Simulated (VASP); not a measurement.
Crystal: PbS.

```
CELL_PARAMETERS angstrom
4.08970 0.00000 0.00000
-2.04485 3.54178 0.00000
0.00000 0.00000 3.78817
ATOMIC_POSITIONS crystal
Pb 0.00000 0.00000 0.00000
S 0.66667 0.33333 0.50000
```

Base run:

| Quantity | Value |
| --- | --- |
| Program | VASP 6.6.1 |
| Functional | PBEsol |
| Potentials or basis | VASP PAW PBE potentials, release 64 (Pb_d, S) |
| Cutoff | 500 eV |
| k mesh | 12 × 12 × 8 |
| Occupations | fermi-dirac, width 0.05 eV |
| Spin | no spin polarisation |

Its results: band gap on the k mesh zero (bands 10 and 11 overlap by 0.54 eV); pressure -3.0 GPa.

Task: The run is repeated on the same cell with these changes: k mesh from 12 × 12 × 8 to 3 × 3 × 4. What comes out?

Result: Band gap on the k mesh zero (bands 10 and 11 overlap by 0.46 eV); pressure -4.3 GPa.

Caveats: some runs use coarse meshes; semilocal functionals underestimate gaps, and a narrow one can read as zero; the PAW data sets were made with another functional, which shifts forces and pressure a little; spin-orbit coupling is left out, which moves the levels of the heavy elements.
